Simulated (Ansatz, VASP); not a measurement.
**Hf in VASP and in Ansatz**

```
Hf
1.0
     3.20482    0.00000    0.00000
    -1.60241    2.77545    0.00000
     0.00000    0.00000    5.06769
Hf
2
Direct
  0.33333 0.66667 0.25000
  0.66667 0.33333 0.75000
```

Alike in both runs: functional PBE; k mesh 15 × 15 × 8; occupations gaussian, width 0.1 eV; no spin polarisation.

Ansatz relaxed the structure, and its values are those at the end. VASP's run is a single point on that final structure, the one shown.

```csv
,VASP,Ansatz
version,VASP 6.6.1,Ansatz 0.2.0
potentials or method,"VASP PAW PBE potentials, release 64 (Hf_pv), cutoff 520 eV","scalar-relativistic, plane waves, PAW"
valence electrons in the cell,20,52
```

Ansatz gave:

| Quantity | Value |
| --- | --- |
| gap on the k mesh at the Fermi level (eV) | none |
| pressure (GPa) | 0.0 |

Q: What did VASP give for the same quantities?

A: gap on the k mesh at the Fermi level (eV): none; pressure (GPa): -0.4.

A gap of «none» marks a metal or a gap that the smearing closes. VASP's potentials hold 20 valence electrons a cell and Ansatz's 52, so a difference there can come from the potentials and not from the codes.

Spin-orbit coupling is off throughout.
